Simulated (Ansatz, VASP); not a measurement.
Two plane-wave programs on Sn

```xyz
2
Lattice="0.0000 3.3281 3.3281 3.3281 0.0000 3.3281 3.3281 3.3281 0.0000" Properties=species:S:1:pos:R:3 pbc="T T T"
Sn    3.3281    3.3281    3.3281
Sn    4.9922    4.9922    4.9922
```

Alike in both runs: task single point; functional PBE; k mesh 16 × 16 × 16; occupations gaussian, width 0.15 eV; no spin polarisation.

|  | VASP | Ansatz |
| --- | --- | --- |
| version | VASP 6.6.1 | Ansatz 0.2.0 |
| potentials or method | VASP PAW PBE potentials, release 64 (Sn_d), cutoff 520 eV | scalar-relativistic, plane waves, PAW |
| valence electrons in the cell | 28 | 28 |

```csv
,VASP,Ansatz,Ansatz less VASP
gap on the k mesh at the Fermi level (eV),none,none,-
pressure (GPa),-0.1,0.0,+0.06
```

A gap of «none» marks a metal or a gap that the smearing closes.
